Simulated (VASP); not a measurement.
# KCaF3 (Pm-3m) in VASP: a series of runs

The runs below take KCaF3 through single point, relaxation of cell and atoms, with LDA.

Program: VASP 6.6.1. These are calculated values, not measurements. Logs are shortened: lines on timing, memory, paths and dates and some standing lists are left out, and cuts for length are marked.

## Step 1: The cell of the first run

It takes space group Pm-3m (No. 221, cubic). Conventional cell: a = 4.321 Å, b = 4.321 Å, c = 4.321 Å, α = 90.00°, β = 90.00°, γ = 90.00°. Within 4.0 Å of K (site symmetry m-3m) lie 12 F at 3.06 Å and 8 Ca at 3.74 Å. Within 2.9 Å of Ca (site symmetry m-3m) lie 6 F at 2.16 Å. F (site symmetry 4/mmm) has 2 Ca at 2.16 Å within 2.9 Å.

## Step 2: Single point, LDA

The input, INCAR:

```
PREC = Accurate
ENCUT = 520
EDIFF = 1E-6
ISMEAR = -1
SIGMA = 0.02
LREAL = F
LASPH = T
NELM = 100
ALGO = Normal
ISIF = 2
LWAVE = F
LCHARG = F
NBANDS = 28
```

The input, KPOINTS:

```
regular mesh
0
Gamma
  6 6 6
```

The input, POSCAR:

```
KCaF3
1.0
    4.3208545371      0.0000000000      0.0000000000
    0.0000000000      4.3208545371      0.0000000000
    0.0000000000      0.0000000000      4.3208545371
K Ca F
1 1 3
Direct
    0.5000000000      0.5000000000      0.5000000000
    0.0000000000      0.0000000000      0.0000000000
    0.0000000000      0.5000000000      0.0000000000
    0.0000000000      0.0000000000      0.5000000000
    0.5000000000      0.0000000000      0.0000000000
```

Potentials or basis: VASP PAW LDA potentials, release 64 (K_sv, Ca_sv, F).

Command:

```
$ cat potpaw_LDA.64/K_sv/POTCAR potpaw_LDA.64/Ca_sv/POTCAR potpaw_LDA.64/F/POTCAR > POTCAR
$ mpirun -np 1 vasp_std > vasp.out
```

OUTCAR:

```text
PREC = Accurate
   ENCUT = 520
   EDIFF = 1E-6
   ISMEAR = -1
   LREAL = F
   LASPH = T
   NELM = 100
   ISIF = 2

 ion  position               nearest neighbor table
   1  0.500  0.500  0.500-
   2  0.000  0.000  0.000-   3 2.16   4 2.16   5 2.16   4 2.16   3 2.16   5 2.16
   3  0.000  0.500  0.000-   2 2.16   2 2.16
   4  0.000  0.000  0.500-   2 2.16   2 2.16
   5  0.500  0.000  0.000-   2 2.16   2 2.16

  LATTYP: Found a simple cubic cell.
 ALAT       =     4.3208545371

  Lattice vectors:

 A1 = (   4.3208545371,   0.0000000000,   0.0000000000)
 A2 = (   0.0000000000,   4.3208545371,   0.0000000000)
 A3 = (   0.0000000000,   0.0000000000,   4.3208545371)

Analysis of symmetry for initial positions (statically):
=====================================================================
 Subroutine PRICEL returns:
 Original cell was already a primitive cell.

 Routine SETGRP: Setting up the symmetry group for a
 simple cubic supercell.

 Subroutine GETGRP returns: Found 48 space group operations
 (whereof 48 operations were pure point group operations)
 out of a pool of 48 trial point group operations.

The static configuration has the point symmetry O_h .

Analysis of symmetry for dynamics (positions and initial velocities):
=====================================================================
 Subroutine PRICEL returns:
 Original cell was already a primitive cell.

 Routine SETGRP: Setting up the symmetry group for a
 simple cubic supercell.

 Subroutine GETGRP returns: Found 48 space group operations
 (whereof 48 operations were pure point group operations)
 out of a pool of 48 trial point group operations.

The dynamic configuration has the point symmetry O_h .

 Subroutine INISYM returns: Found 48 space group operations
 (whereof 48 operations are pure point group operations),
 and found     1 'primitive' translations

----------------------------------------------------------------------------------------

                                     Primitive cell

  volume of cell :      80.6694

  direct lattice vectors                    reciprocal lattice vectors
     4.320854537  0.000000000  0.000000000     0.231435701  0.000000000  0.000000000
     0.000000000  4.320854537  0.000000000     0.000000000  0.231435701  0.000000000
     0.000000000  0.000000000  4.320854537     0.000000000  0.000000000  0.231435701

  length of vectors
     4.320854537  4.320854537  4.320854537     0.231435701  0.231435701  0.231435701

  position of ions in fractional coordinates (direct lattice)
     0.500000000  0.500000000  0.500000000
     0.000000000  0.000000000  0.000000000
     0.000000000  0.500000000  0.000000000
     0.000000000  0.000000000  0.500000000
     0.500000000  0.000000000  0.000000000

  ion indices of the primitive-cell ions
   primitive index   ion index
                 1           1
                 2           2
                 3           3
                 4           4
                 5           5

----------------------------------------------------------------------------------------

 KPOINTS: regular mesh

Automatic generation of k-mesh.
 Grid dimensions read from file:
 generate k-points for:    6    6    6

 Generating k-lattice:

  Cartesian coordinates                     Fractional coordinates (reciprocal lattice)
     0.038572617  0.000000000  0.000000000     0.166666667  0.000000000  0.000000000
     0.000000000  0.038572617  0.000000000     0.000000000  0.166666667  0.000000000
     0.000000000  0.000000000  0.038572617     0.000000000  0.000000000  0.166666667

  Length of vectors
     0.038572617  0.038572617  0.038572617

  Shift w.r.t. Gamma in fractional coordinates (k-lattice)
     0.000000000  0.000000000  0.000000000

 Subroutine IBZKPT returns following result:
 ===========================================

 Found     20 irreducible k-points:

 Following reciprocal coordinates:
            Coordinates               Weight
  0.000000  0.000000  0.000000      1.000000
  0.166667  0.000000  0.000000      6.000000
  0.333333  0.000000  0.000000      6.000000
  0.500000  0.000000  0.000000      3.000000
  0.166667  0.166667  0.000000     12.000000
  0.333333  0.166667  0.000000     24.000000
[... 12 lines left out ...]
  0.500000  0.500000  0.333333      6.000000
  0.500000  0.500000  0.500000      1.000000
   k-points           NKPTS =     20   k-points in BZ     NKDIM =     20   number of bands    NBANDS=     28
   number of dos      NEDOS =    301   number of ions     NIONS =      5
   total plane-waves  NPLWV =  32768
   dimension x,y,z NGX =    32 NGY =   32 NGZ =   32
   dimension x,y,z NGXF=    64 NGYF=   64 NGZF=   64
   ions per type =               1   1   3
   NGX,Y,Z   is equivalent  to a cutoff of  12.31, 12.31, 12.31 a.u.
   NGXF,Y,Z  is equivalent  to a cutoff of  24.62, 24.62, 24.62 a.u.
 SYSTEM =  unknown system
   PREC   = accura    normal or accurate (medium, high low for compatibility)
   ISTART =      0    job   : 0-new  1-cont  2-samecut
   ICHARG =      2    charge: 1-file 2-atom 10-const
   ISPIN  =      1    spin polarized calculation?
   LNONCOLLINEAR =      F non collinear calculations
   LSORBIT =      F    spin-orbit coupling
   LASPH  =      T    aspherical Exc in radial PAW
   ENCUT  =  520.0 eV  38.22 Ry    6.18 a.u.   8.03  8.03  8.03*2*pi/ulx,y,z
   NELM   =    100;   NELMIN=  2; NELMDL= -5     # of ELM steps
   EDIFF  = 0.1E-05   stopping-criterion for ELM
   LREAL  =      F    real-space projection
   EDIFFG = 0.1E-04   stopping-criterion for IOM
   NSW    =      0    number of steps for IOM
   IBRION =     -1    ionic relax: 0-MD 1-quasi-New 2-CG
   NFREE  =      0    steps in history (QN), initial steepest desc. (CG)
   ISIF   =      2    stress and relaxation
   ISYM   =      2    0-nonsym 1-usesym 2-fastsym
   POTIM  = 0.5000    time-step for ionic-motion
   TEBEG  =    0.0;   TEEND  =   0.0 temperature during run
   PSTRESS=    0.0 pullay stress
   NELECT =      40.0000    total number of electrons
   NUPDOWN=      -1.0000    fix difference up-down
   EMIN   =  10.00;   EMAX   =-10.00  energy-range for DOS
   EFERMI =   0.00;   METHOD = LEGACY
   ISMEAR =    -1;   SIGMA  =   0.02  broadening in eV -4-tet -1-fermi 0-gaus
   EFERMI_NEDOS =   21; number of points for ismear=-14 and -15
   IALGO  =     38    algorithm
   IMIX   =      4    mixing-type and parameters
     AMIX     =   0.40;   BMIX     =  1.00
     AMIX_MAG =   1.60;   BMIX_MAG =  1.00
  volume/ion in A,a.u.               =      16.13       108.88
  Fermi-wavevector in a.u.,A,eV,Ry     =   1.295762  2.448635 22.844164  1.678999
  Thomas-Fermi vector in A             =   2.427261
   LORBIT       =      0    0 simple, 1 ext, 2 COOP (PROOUT), +10 PAW based schemes
   GGA     = CA    functional components
   LHFCALC =     F    Hartree Fock is set to
   AEXX    =    0.0000 exact exchange contribution
   IVDW    =     0    specifies the selected vdW correction
   LEPSILON=     F    determine dielectric tensor
   LRPA    =     F    only Hartree local field effects (RPA)
 non-spin polarized calculation
  energy-cutoff  :      520.00
  volume of cell :       80.67
 maximum number of plane-waves:      2196
   NGX = 17   NGY = 17   NGZ = 17

 number of electron      39.9999961 magnetization

 Free energy of the ion-electron system (eV)
  ---------------------------------------------------
  ext. energy  EPLUGINS =         0.00000000
  ---------------------------------------------------
  free energy    TOTEN  =       -27.76040050 eV

  energy without entropy =      -27.76040050  energy(sigma->0) =      -27.76040050

 E-fermi :  -2.1060     XC(G=0):  -9.6574

 val. band max:       -2.6105332252   @ k =   0.5000   0.5000   0.5000
 cond. band min:       3.6807943479   @ k =   0.0000   0.0000   0.0000
 fundamental gap:      6.2913275730
 Fermi energy:        -2.1060320446

 k-point     1 :       0.0000    0.0000    0.0000
  band No.  band energies     occupation
      1     -36.8993      2.00000
      2     -28.5197      2.00000
      3     -21.4950      2.00000
      4     -21.3829      2.00000
      5     -21.3829      2.00000
      6     -18.4678      2.00000
[... 20 lines left out ...]
     27       9.2911      0.00000
     28       9.2911      0.00000

 k-point     2 :       0.1667    0.0000    0.0000
  band No.  band energies     occupation
      1     -36.8967      2.00000
      2     -28.5181      2.00000
      3     -21.6134      2.00000
      4     -21.4494      2.00000
      5     -21.3825      2.00000
      6     -18.4655      2.00000
[... 20 lines left out ...]
     27       9.2486      0.00000
     28       9.5998      0.00000

 k-point     3 :       0.3333    0.0000    0.0000
  band No.  band energies     occupation
      1     -36.8916      2.00000
      2     -28.5149      2.00000
      3     -21.8990      2.00000
      4     -21.4679      2.00000
      5     -21.3803      2.00000
      6     -18.4607      2.00000
[... 20 lines left out ...]
     27       9.1253      0.00000
     28       9.2517      0.00000

 k-point     4 :       0.5000    0.0000    0.0000
  band No.  band energies     occupation
      1     -36.8890      2.00000
      2     -28.5132      2.00000
      3     -22.0248      2.00000
      4     -21.4729      2.00000
      5     -21.3790      2.00000
      6     -18.4583      2.00000
[... 20 lines left out ...]
     27       8.9711      0.00000
     28       9.0285      0.00000

 k-point     5 :       0.1667    0.1667    0.0000
  band No.  band energies     occupation
      1     -36.8941      2.00000
      2     -28.5165      2.00000
      3     -21.6370      2.00000
      4     -21.5777      2.00000
      5     -21.4128      2.00000
      6     -18.4632      2.00000
[... 20 lines left out ...]
     27       9.2953      0.00000
     28       9.3257      0.00000

 k-point     6 :       0.3333    0.1667    0.0000
  band No.  band energies     occupation
      1     -36.8890      2.00000
      2     -28.5132      2.00000
      3     -21.9002      2.00000
      4     -21.6110      2.00000
      5     -21.4162      2.00000
      6     -18.4585      2.00000
[... 339 lines left out ...]
      5     -21.8872      2.00000
      6     -17.6724      2.00000
[... 20 lines left out ...]
     27       9.3351      0.00000
     28       9.3358      0.00000

 k-point    18 :       0.5000    0.3333    0.3333
  band No.  band energies     occupation
      1     -36.8737      2.00000
      2     -28.5044      2.00000
      3     -22.0228      2.00000
      4     -21.9041      2.00000
      5     -21.8853      2.00000
      6     -17.6678      2.00000
[... 20 lines left out ...]
     27       9.1970      0.00000
     28       9.9592      0.00000

 k-point    19 :       0.5000    0.5000    0.3333
  band No.  band energies     occupation
      1     -36.8712      2.00000
      2     -28.5031      2.00000
      3     -22.0211      2.00000
      4     -22.0211      2.00000
      5     -21.8924      2.00000
      6     -17.6632      2.00000
[... 20 lines left out ...]
     27       9.3273      0.00000
     28       9.5610      0.00000

 k-point    20 :       0.5000    0.5000    0.5000
  band No.  band energies     occupation
      1     -36.8686      2.00000
      2     -28.5018      2.00000
      3     -22.0185      2.00000
      4     -22.0185      2.00000
      5     -22.0185      2.00000
      6     -17.4251      2.00000
[... 20 lines left out ...]
     27       8.7841      0.00000
     28      10.1514      0.00000

------------------------ aborting loop because EDIFF is reached ----------------------------------------

  FORCE on cell =-STRESS in cart. coord.  units (eV):
  Direction    XX          YY          ZZ          XY          YZ          ZX
  --------------------------------------------------------------------------------------
  -------------------------------------------------------------------------------------
  Total        0.2270372      0.2270372      0.2270372     -0.0000000      0.0000000      0.0000000
  in kB        4.5091904      4.5091904      4.5091904     -0.0000000      0.0000000      0.0000000
  external PRESSURE =       4.5091904 kB  Pullay stress =       0.0000000 kB

 VOLUME and BASIS-vectors are now :
 -----------------------------------------------------------------------------
  energy-cutoff  :      520.00
  volume of cell :       80.67
      direct lattice vectors                 reciprocal lattice vectors
     4.320854537  0.000000000  0.000000000     0.231435701  0.000000000  0.000000000
     0.000000000  4.320854537  0.000000000     0.000000000  0.231435701  0.000000000
     0.000000000  0.000000000  4.320854537     0.000000000  0.000000000  0.231435701

 POSITION                                       TOTAL-FORCE (eV/Angst)
 -----------------------------------------------------------------------------------
      2.16043      2.16043      2.16043         0.000000      0.000000      0.000000
      0.00000      0.00000      0.00000         0.000000      0.000000      0.000000
      0.00000      2.16043      0.00000         0.000000      0.000000      0.000000
      0.00000      0.00000      2.16043         0.000000      0.000000      0.000000
      2.16043      0.00000      0.00000         0.000000      0.000000      0.000000
 -----------------------------------------------------------------------------------
    total drift:                                0.000000      0.000000     -0.000000

  FREE ENERGIE OF THE ION-ELECTRON SYSTEM (eV)
  ---------------------------------------------------
  free  energy   TOTEN  =       -27.7604005021 eV

  energy  without entropy=      -27.7604005021  energy(sigma->0) =      -27.76040050
```

Wall time 16 s (1 thread of AMD EPYC 9R45 (Zen 5), shared host); peak memory 0.14 GiB.

Results:

* Free energy: -27.7604 eV
* Pressure: 0.5 GPa
* Band gap on the k mesh: 6.29 eV (least direct gap 6.38 eV)

A k mesh can miss the band edges.

## Step 3: Relaxation of cell and atoms, LDA

This run uses another cell than the first one, of 18.00 Å³/atom.

The input, INCAR:

```
SYSTEM = KCaF3
PREC = Accurate
ENCUT = 600
EDIFF = 1E-7
ISMEAR = -1
SIGMA = 0.02
LREAL = .FALSE.
LASPH = .TRUE.
NELM = 80
ALGO = Normal
ISIF = 3
LWAVE = .FALSE.
LCHARG = .FALSE.
GGA = CA
IBRION = 2
NSW = 60
EDIFFG = -0.02
```

The input, KPOINTS:

```
regular mesh
0
G
  6 6 6
  0 0 0
```

Changes to POSCAR since step 2:

```diff
@@ -2,5 +2,5 @@
 1.0
-    4.3208545371      0.0000000000      0.0000000000
-    0.0000000000      4.3208545371      0.0000000000
-    0.0000000000      0.0000000000      4.3208545371
+    4.4817260000      0.0000000000      0.0000000000
+    0.0000000000      4.4817260000      0.0000000000
+    0.0000000000      0.0000000000      4.4817260000
 K Ca F
```

Potentials or basis: VASP PAW LDA potentials, release 64 (K_sv, Ca_sv, F).

Command:

```
$ cat potpaw_LDA.64/K_sv/POTCAR potpaw_LDA.64/Ca_sv/POTCAR potpaw_LDA.64/F/POTCAR > POTCAR
$ mpirun -np 1 vasp_std > vasp.out
```

Wall time 63 s (1 thread of AMD EPYC 9R45 (Zen 5), shared host); peak memory 0.19 GiB.

It converged, with:

| Quantity | Value |
| --- | --- |
| Free energy | -27.7875 eV |
| Relaxed volume | 16.21 Å³/atom |
| Relaxed cell | a = 4.328 Å, b = 4.328 Å, c = 4.328 Å, α = 90.00°, β = 90.00°, γ = 90.00° |
| Space group after relaxing (to 0.1 Å) | Pm-3m (No. 221) |
| Energy gained by relaxing | 32.3 meV/atom |
| Ionic steps | 3 |
| Pressure after relaxing | -0.1 GPa |
| Band gap on the k mesh | 6.27 eV (least direct gap 6.37 eV) |

Step by step:
```tsv
step	energy change (eV)	largest force (eV/Å)	pressure (GPa)	volume (Å³)
1	0.0000	0.0000	-5.18	90.02
2	-0.1553	0.0000	-1.21	82.64
3	-0.1617	0.0000	-0.05	81.06
```

Final structure:
```
CELL_PARAMETERS angstrom
4.32783 0.00000 0.00000
0.00000 4.32783 0.00000
0.00000 0.00000 4.32783
ATOMIC_POSITIONS crystal
K 0.50000 0.50000 0.50000
Ca 0.00000 0.00000 0.00000
F 0.00000 0.50000 0.00000
F 0.00000 0.00000 0.50000
F 0.50000 0.00000 0.00000
```

Levels at points of the mesh, in eV from the valence-band top:
```
           k point  band 17  band 18  band 19  band 20  band 21  band 22  band 23  band 24
(0.00, 0.00, 0.00)    -0.46    -0.10    -0.10    -0.10     6.27     9.03     9.03     9.03
(0.50, 0.00, 0.00)    -0.75    -0.62    -0.17    -0.17     8.43     9.21     9.50    10.07
(0.50, 0.50, 0.00)    -0.66    -0.66    -0.33    -0.01     9.52     9.77     9.78     9.78
(0.50, 0.50, 0.50)    -1.49     0.00     0.00     0.00     9.86     9.86     9.86    10.57
```

A k mesh can miss the band edges.
